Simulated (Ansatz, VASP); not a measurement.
# Rb2PdO2 in VASP and in Ansatz

```xyz
5
Lattice="0.0000 4.2763 0.0000 4.2763 0.0000 0.0000 2.1381 2.1381 -6.7470" Properties=species:S:1:pos:R:3 pbc="T T T"
Rb    2.1381    2.1381   -2.0902
Rb    4.2763    4.2763   -4.6568
O     2.1381    2.1381   -5.0292
O     4.2763    4.2763   -1.7178
Pd    0.0000    0.0000    0.0000
```

Alike in both runs: task relaxation of cell and atoms; functional PBE; k mesh 5 × 5 × 5; no spin polarisation; Hubbard terms Pd d U = 1.0 eV.

```csv
,VASP,Ansatz
version,VASP 6.6.1,Ansatz 0.2.0
potentials or method,"VASP PAW PBE potentials, release 64 (Rb_sv, O, Pd), cutoff 600 eV",PAW plane waves
occupations,"fermi-dirac, width 0.1 eV",fermi-dirac
valence electrons in the cell,40,48
```

```tsv
	VASP	Ansatz	Ansatz less VASP
gap on the k mesh at the Fermi level, each at its own relaxed structure (eV)	none	none	-
relaxed volume (Å³/atom)	24.67	24.77	+0.103
relaxed cell length with the largest relative difference (Å)	7.488	7.498	+0.0105
```

The programs project onto different local orbitals, so the same U acts differently, and such runs can settle in different states. A gap of «none» marks a metal or a gap that the smearing closes. VASP's potentials hold 40 valence electrons a cell and Ansatz's 48, so a difference there can come from the potentials and not from the codes. Ansatz's warnings: filled band counts differ across k points.
